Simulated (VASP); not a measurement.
# B: single point with PBE

B:

```
CELL_PARAMETERS angstrom
1.71950 0.00000 0.00000
0.00000 1.71950 0.00000
0.00000 0.00000 1.71950
ATOMIC_POSITIONS crystal
B 0.00000 0.00000 0.00000
```

This cell differs from its parent crystal: volume scaled by 0.76.

- Program: VASP 6.6.1
- Task: single point
- Functional: PBE
- Potentials or basis: VASP PAW PBE potentials, release 64 (B)
- Cutoff: 520 eV
- k mesh: 22 × 22 × 22
- Occupations: fermi-dirac, width 0.05 eV
- Spin: no spin polarisation

```
Pressure : 105.4 GPa
```

Levels at points of the mesh, in eV from the Fermi level:
```tsv
k point	band 1	band 2	band 3	band 4	band 5	band 6	band 7
(0.00, 0.00, 0.00)	-18.65	16.95	16.95	16.95	27.84	27.84	41.15
(0.50, 0.00, 0.00)	-10.63	-6.42	22.14	22.14	35.77	36.89	42.68
(0.50, 0.50, 0.00)	-2.63	-2.63	7.30	8.29	26.40	48.11	48.11
(0.50, 0.50, 0.50)	4.29	4.29	4.29	18.58	18.58	18.58	23.84
```

Run time: 7.1 s on 1 thread of Intel(R) Xeon(R) Platinum 8488C (Sapphire Rapids), on a shared host, peak memory 0.11 GiB.
